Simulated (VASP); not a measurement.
Input of a VASP 6.6.1 run:

Contents of POSCAR:

```
Al
1.0
    2.6676820717      0.0000000000      0.0000000000
   -1.3338410358      2.3102804434      0.0000000000
    0.0000000000      0.0000000000      4.8063076364
Al
2
Direct
    0.6666666667      0.3333333333      0.7500000000
    0.3333333333      0.6666666667      0.2500000000
```

Contents of INCAR.step1:

```
ALGO = Normal
EDIFF = 1E-4
ENCUT = 520
GGA = PE
ISMEAR = 0
LASPH = T
LCHARG = F
LREAL = F
LWAVE = T
NBANDS = 10
NELM = 60
PREC = Accurate
SIGMA = 0.15
```

INCAR.step2

```
ALGO = Normal
EDIFF = 1E-6
ENCUT = 520
ISIF = 2
ISMEAR = 0
ISTART = 1
LASPH = T
LCHARG = F
LMIXTAU = T
LREAL = F
LWAVE = F
METAGGA = R2SCAN
NBANDS = 10
NELM = 60
PREC = Accurate
SIGMA = 0.15
```

Contents of KPOINTS:

```
k-points
0
Gamma
  24 24 14
```

Potentials or basis: VASP PAW PBE potentials, release 64 (Al).

The run is started by

```sh
$ cat potpaw_PBE.64/Al/POTCAR > POTCAR
$ cp INCAR.step1 INCAR
$ mpirun -np 1 vasp_std > vasp.out
$ cp INCAR.step2 INCAR
$ mpirun -np 1 vasp_std > vasp.out
```

(1) What does it give for the band gap on the k mesh?

(2) Predict the pressure.

## Answers

(1) zero (bands 3 and 4 overlap by 6.87 eV).

(2) 9.3 GPa.

Caveat: the cell differs from its parent crystal (strain -0.050 along x and y, +0.025 along z); the cell stands under pressure; the PAW data sets were made with another functional, which shifts forces and pressure a little.
